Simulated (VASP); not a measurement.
# TePb (Fm-3m) in VASP: further runs

TePb is run at these levels: PBE; tasks: single point.

All numbers are computed with VASP 6.6.1; they aren't measurements. Logs are shortened: lines on timing, memory, paths and dates and some standing lists are left out, and cuts for length are marked.

## 1. The cell of the first run

The structure is cubic, space group Fm-3m (No. 225). The conventional cell has a = 6.330 Å, b = 6.330 Å, c = 6.330 Å, α = 90.00°, β = 90.00°, γ = 90.00°. Pb (site symmetry m-3m) has 6 Te at 3.17 Å within 4.2 Å. Te (site symmetry m-3m) has 6 Pb at 3.17 Å within 4.2 Å.

## 2. Single point, PBE

Contents of INCAR:

```
  PREC = Accurate
  ENCUT = 520
  EDIFF = 1E-7
  ISMEAR = -1
  SIGMA = 0.05
  LREAL = F
  LASPH = T
  NELM = 80
  ALGO = Normal
  ISIF = 2
  LWAVE = F
  LCHARG = F
  GGA = PE
  NBANDS = 17
```

Contents of KPOINTS:

```
regular mesh
0
Gamma
  7 7 7
```

Contents of POSCAR:

```
TePb
1.0
    0.0000000000      3.1650427173      3.1650427173
    3.1650427173      0.0000000000      3.1650427173
    3.1650427173      3.1650427173      0.0000000000
Pb Te
1 1
Direct
    0.0000000000      0.0000000000      0.0000000000
    0.5000000000      0.5000000000      0.5000000000
```

Potentials or basis: VASP PAW PBE potentials, release 64 (Pb_d, Te).

The run is started by

```console
> cat potpaw_PBE.64/Pb_d/POTCAR potpaw_PBE.64/Te/POTCAR > POTCAR
> mpirun -np 1 vasp_std > vasp.out
```

OUTCAR:

```text
PREC = Accurate
   ENCUT = 520
   EDIFF = 1E-7
   ISMEAR = -1
   LREAL = F
   LASPH = T
   NELM = 80
   ISIF = 2
   GGA = PE

 ion  position               nearest neighbor table
   1  0.000  0.000  0.000-   2 3.17   2 3.17   2 3.17   2 3.17   2 3.17   2 3.17
   2  0.500  0.500  0.500-   1 3.17   1 3.17   1 3.17   1 3.17   1 3.17   1 3.17

  LATTYP: Found a face centered cubic cell.
 ALAT       =     6.3300854346

  Lattice vectors:

 A1 = (   0.0000000000,   3.1650427173,   3.1650427173)
 A2 = (   3.1650427173,   0.0000000000,   3.1650427173)
 A3 = (   3.1650427173,   3.1650427173,   0.0000000000)

Analysis of symmetry for initial positions (statically):
=====================================================================
 Subroutine PRICEL returns:
 Original cell was already a primitive cell.

 Routine SETGRP: Setting up the symmetry group for a
 face centered cubic supercell.

 Subroutine GETGRP returns: Found 48 space group operations
 (whereof 48 operations were pure point group operations)
 out of a pool of 48 trial point group operations.

The static configuration has the point symmetry O_h .

Analysis of symmetry for dynamics (positions and initial velocities):
=====================================================================
 Subroutine PRICEL returns:
 Original cell was already a primitive cell.

 Routine SETGRP: Setting up the symmetry group for a
 face centered cubic supercell.

 Subroutine GETGRP returns: Found 48 space group operations
 (whereof 48 operations were pure point group operations)
 out of a pool of 48 trial point group operations.

The dynamic configuration has the point symmetry O_h .

 Subroutine INISYM returns: Found 48 space group operations
 (whereof 48 operations are pure point group operations),
 and found     1 'primitive' translations

----------------------------------------------------------------------------------------

                                     Primitive cell

  volume of cell :      63.4116

  direct lattice vectors                    reciprocal lattice vectors
     0.000000000  3.165042717  3.165042717    -0.157975751  0.157975751  0.157975751
     3.165042717  0.000000000  3.165042717     0.157975751 -0.157975751  0.157975751
     3.165042717  3.165042717  0.000000000     0.157975751  0.157975751 -0.157975751

  length of vectors
     4.476046336  4.476046336  4.476046336     0.273622027  0.273622027  0.273622027

  position of ions in fractional coordinates (direct lattice)
     0.000000000  0.000000000  0.000000000
     0.500000000  0.500000000  0.500000000

  ion indices of the primitive-cell ions
   primitive index   ion index
                 1           1
                 2           2

----------------------------------------------------------------------------------------

 KPOINTS: regular mesh

Automatic generation of k-mesh.
 Grid dimensions read from file:
 generate k-points for:    7    7    7

 Generating k-lattice:

  Cartesian coordinates                     Fractional coordinates (reciprocal lattice)
    -0.022567964  0.022567964  0.022567964     0.142857143  0.000000000  0.000000000
     0.022567964 -0.022567964  0.022567964     0.000000000  0.142857143  0.000000000
     0.022567964  0.022567964 -0.022567964     0.000000000  0.000000000  0.142857143

  Length of vectors
     0.039088861  0.039088861  0.039088861

  Shift w.r.t. Gamma in fractional coordinates (k-lattice)
     0.000000000  0.000000000  0.000000000

 Subroutine IBZKPT returns following result:
 ===========================================

 Found     20 irreducible k-points:

 Following reciprocal coordinates:
            Coordinates               Weight
  0.000000  0.000000  0.000000      1.000000
  0.142857  0.000000  0.000000      8.000000
  0.285714  0.000000  0.000000      8.000000
  0.428571  0.000000  0.000000      8.000000
  0.142857  0.142857  0.000000      6.000000
  0.285714  0.142857  0.000000     24.000000
[... 12 lines left out ...]
 -0.428571  0.428571  0.142857     24.000000
 -0.285714  0.428571  0.142857     24.000000
   k-points           NKPTS =     20   k-points in BZ     NKDIM =     20   number of bands    NBANDS=     17
   number of dos      NEDOS =    301   number of ions     NIONS =      2
   total plane-waves  NPLWV =  46656
   dimension x,y,z NGX =    36 NGY =   36 NGZ =   36
   dimension x,y,z NGXF=    72 NGYF=   72 NGZF=   72
   ions per type =               1   1
   NGX,Y,Z   is equivalent  to a cutoff of  13.37, 13.37, 13.37 a.u.
   NGXF,Y,Z  is equivalent  to a cutoff of  26.74, 26.74, 26.74 a.u.
 SYSTEM =  unknown system
   PREC   = accura    normal or accurate (medium, high low for compatibility)
   ISTART =      0    job   : 0-new  1-cont  2-samecut
   ICHARG =      2    charge: 1-file 2-atom 10-const
   ISPIN  =      1    spin polarized calculation?
   LNONCOLLINEAR =      F non collinear calculations
   LSORBIT =      F    spin-orbit coupling
   LASPH  =      T    aspherical Exc in radial PAW
   ENCUT  =  520.0 eV  38.22 Ry    6.18 a.u.   8.32  8.32  8.32*2*pi/ulx,y,z
   NELM   =     80;   NELMIN=  2; NELMDL= -5     # of ELM steps
   EDIFF  = 0.1E-06   stopping-criterion for ELM
   LREAL  =      F    real-space projection
   EDIFFG = 0.1E-05   stopping-criterion for IOM
   NSW    =      0    number of steps for IOM
   IBRION =     -1    ionic relax: 0-MD 1-quasi-New 2-CG
   NFREE  =      0    steps in history (QN), initial steepest desc. (CG)
   ISIF   =      2    stress and relaxation
   ISYM   =      2    0-nonsym 1-usesym 2-fastsym
   POTIM  = 0.5000    time-step for ionic-motion
   TEBEG  =    0.0;   TEEND  =   0.0 temperature during run
   PSTRESS=    0.0 pullay stress
   NELECT =      20.0000    total number of electrons
   NUPDOWN=      -1.0000    fix difference up-down
   EMIN   =  10.00;   EMAX   =-10.00  energy-range for DOS
   EFERMI =   0.00;   METHOD = LEGACY
   ISMEAR =    -1;   SIGMA  =   0.05  broadening in eV -4-tet -1-fermi 0-gaus
   EFERMI_NEDOS =   21; number of points for ismear=-14 and -15
   IALGO  =     38    algorithm
   IMIX   =      4    mixing-type and parameters
     AMIX     =   0.40;   BMIX     =  1.00
     AMIX_MAG =   1.60;   BMIX_MAG =  1.00
  volume/ion in A,a.u.               =      31.71       213.96
  Fermi-wavevector in a.u.,A,eV,Ry     =   1.114368  2.105850 16.895930  1.241816
  Thomas-Fermi vector in A             =   2.250962
   LORBIT       =      0    0 simple, 1 ext, 2 COOP (PROOUT), +10 PAW based schemes
   GGA     = PE    functional components
   LHFCALC =     F    Hartree Fock is set to
   AEXX    =    0.0000 exact exchange contribution
   IVDW    =     0    specifies the selected vdW correction
   LEPSILON=     F    determine dielectric tensor
   LRPA    =     F    only Hartree local field effects (RPA)
 non-spin polarized calculation
  energy-cutoff  :      520.00
  volume of cell :       63.41
 maximum number of plane-waves:      1729
 NGX is ok and might be reduce to    36
   NGX = 17   NGY = 17   NGZ = 17

 number of electron      19.9999998 magnetization

 Free energy of the ion-electron system (eV)
  ---------------------------------------------------
  ext. energy  EPLUGINS =         0.00000000
  ---------------------------------------------------
  free energy    TOTEN  =        -7.40883670 eV

  energy without entropy =       -7.40883116  energy(sigma->0) =       -7.40883393

 E-fermi :   6.8063     XC(G=0):  -9.5830

 val. band max:        6.3476229862   @ k =   0.4286   0.0000   0.0000
 cond. band min:       7.2599250475   @ k =   0.4286   0.0000   0.0000
 fundamental gap:      0.9123020613
 Fermi energy:         6.8063099826

 k-point     1 :       0.0000    0.0000    0.0000
  band No.  band energies     occupation
      1     -10.3842      2.00000
      2     -10.3842      2.00000
      3     -10.3697      2.00000
      4     -10.3697      2.00000
      5     -10.3697      2.00000
      6      -6.1055      2.00000
[... 9 lines left out ...]
     16      12.0977      0.00000
     17      13.5766      0.00000

 k-point     2 :       0.1429    0.0000    0.0000
  band No.  band energies     occupation
      1     -10.3875      2.00000
      2     -10.3875      2.00000
      3     -10.3692      2.00000
      4     -10.3661      2.00000
      5     -10.3661      2.00000
      6      -5.9152      2.00000
[... 9 lines left out ...]
     16      12.4965      0.00000
     17      15.0284      0.00000

 k-point     3 :       0.2857    0.0000    0.0000
  band No.  band energies     occupation
      1     -10.3962      2.00000
      2     -10.3962      2.00000
      3     -10.3682      2.00000
      4     -10.3566      2.00000
      5     -10.3566      2.00000
      6      -5.3733      2.00000
[... 9 lines left out ...]
     16      13.5598      0.00000
     17      17.5126      0.00000

 k-point     4 :       0.4286    0.0000    0.0000
  band No.  band energies     occupation
      1     -10.4034      2.00000
      2     -10.4034      2.00000
      3     -10.3677      2.00000
      4     -10.3487      2.00000
      5     -10.3487      2.00000
      6      -4.6655      2.00000
[... 9 lines left out ...]
     16      15.1202      0.00000
     17      16.6672      0.00000
[... 263 lines left out ...]
      1     -10.4286      2.00000
      2     -10.3924      2.00000
      3     -10.3643      2.00000
      4     -10.3539      2.00000
      5     -10.3437      2.00000
      6      -4.3354      2.00000
[... 9 lines left out ...]
     16      15.8396      0.00000
     17      16.9701      0.00000

 k-point    19 :      -0.4286    0.4286    0.1429
  band No.  band energies     occupation
      1     -10.4520      2.00000
      2     -10.3802      2.00000
      3     -10.3741      2.00000
      4     -10.3461      2.00000
      5     -10.3380      2.00000
      6      -4.2038      2.00000
[... 9 lines left out ...]
     16      16.7722      0.00000
     17      17.4417      0.00000

 k-point    20 :      -0.2857    0.4286    0.1429
  band No.  band energies     occupation
      1     -10.4434      2.00000
      2     -10.3876      2.00000
      3     -10.3644      2.00000
      4     -10.3551      2.00000
      5     -10.3381      2.00000
      6      -4.0488      2.00000
[... 9 lines left out ...]
     16      16.7725      0.00000
     17      17.3910      0.00000

------------------------ aborting loop because EDIFF is reached ----------------------------------------

  FORCE on cell =-STRESS in cart. coord.  units (eV):
  Direction    XX          YY          ZZ          XY          YZ          ZX
  --------------------------------------------------------------------------------------
  -------------------------------------------------------------------------------------
  Total        2.1568195      2.1568195      2.1568195      0.0000000      0.0000000      0.0000000
  in kB       54.4948742     54.4948742     54.4948742      0.0000000      0.0000000      0.0000000
  external PRESSURE =      54.4948742 kB  Pullay stress =       0.0000000 kB

 VOLUME and BASIS-vectors are now :
 -----------------------------------------------------------------------------
  energy-cutoff  :      520.00
  volume of cell :       63.41
      direct lattice vectors                 reciprocal lattice vectors
     0.000000000  3.165042717  3.165042717    -0.157975751  0.157975751  0.157975751
     3.165042717  0.000000000  3.165042717     0.157975751 -0.157975751  0.157975751
     3.165042717  3.165042717  0.000000000     0.157975751  0.157975751 -0.157975751

 POSITION                                       TOTAL-FORCE (eV/Angst)
 -----------------------------------------------------------------------------------
      0.00000      0.00000      0.00000         0.000000     -0.000000      0.000000
      3.16504      3.16504      3.16504        -0.000000      0.000000     -0.000000
 -----------------------------------------------------------------------------------
    total drift:                               -0.000000      0.000000      0.000000

  FREE ENERGIE OF THE ION-ELECTRON SYSTEM (eV)
  ---------------------------------------------------
  free  energy   TOTEN  =        -7.4088366963 eV

  energy  without entropy=       -7.4088311601  energy(sigma->0) =       -7.40883393
```

Wall time 22 s (1 thread of Intel Xeon Platinum 8259CL at 2.50GHz (Skylake/Cascade Lake), shared host); peak memory 0.2 GiB.

Results:

```
Free energy : -7.4088 eV
Pressure    : 5.4 GPa
```

Caveat: this odd mesh misses L, where the gap lies, so gap, dielectric constants and Born charges aren't listed; spin-orbit coupling is left out, which moves the levels of the heavy elements.

## 3. Single point, PBE

This run uses another cell than the first one, of 32.38 Å³/atom, 1.021 times its volume.

Contents of INCAR:

```
SYSTEM = TePb
  ALGO = Normal
  EDIFF = 1E-6
  ENCUT = 520
  GGA = PE
  ISIF = 2
  ISMEAR = -1
  LASPH = .TRUE.
  LCHARG = .FALSE.
  LREAL = .FALSE.
  LWAVE = .FALSE.
  NBANDS = 17
  NELM = 80
  PREC = Accurate
  SIGMA = 0.05
```

Contents of KPOINTS:

```
k-points
0
G
  7 7 7
  0 0 0
```

Contents of POSCAR:

```
TePb
1.0
    0.0000000000      3.1873324849      3.1873324849
    3.1873324849      0.0000000000      3.1873324849
    3.1873324849      3.1873324849      0.0000000000
Pb Te
1 1
Direct
    0.0000000000      0.0000000000      0.0000000000
    0.5000000000      0.5000000000      0.5000000000
```

Potentials or basis: VASP PAW PBE potentials, release 64 (Pb_d, Te).

The run is started by

```console
> cat potpaw_PBE.64/Pb_d/POTCAR potpaw_PBE.64/Te/POTCAR > POTCAR
> mpirun -np 1 vasp_std > vasp.out
```

Wall time 18 s (1 thread of Intel Xeon Platinum 8259CL at 2.50GHz (Skylake/Cascade Lake), shared host); peak memory 0.2 GiB.

The run converged. Its results:

```yaml
Free_energy: -7.4497 eV
Pressure: 4.2 GPa
```

Levels at points of the mesh, in eV from the Fermi level:
| k point | band 7 | band 8 | band 9 | band 10 | band 11 | band 12 | band 13 | band 14 |
| --- | --- | --- | --- | --- | --- | --- | --- | --- |
| (0.00, 0.00, 0.00) | -5.86 | -1.88 | -1.88 | -1.88 | 3.75 | 3.75 | 3.75 | 5.33 |

Caveat: this odd mesh misses L, where the gap lies, so gap, dielectric constants and Born charges aren't listed; spin-orbit coupling is left out, which moves the levels of the heavy elements.
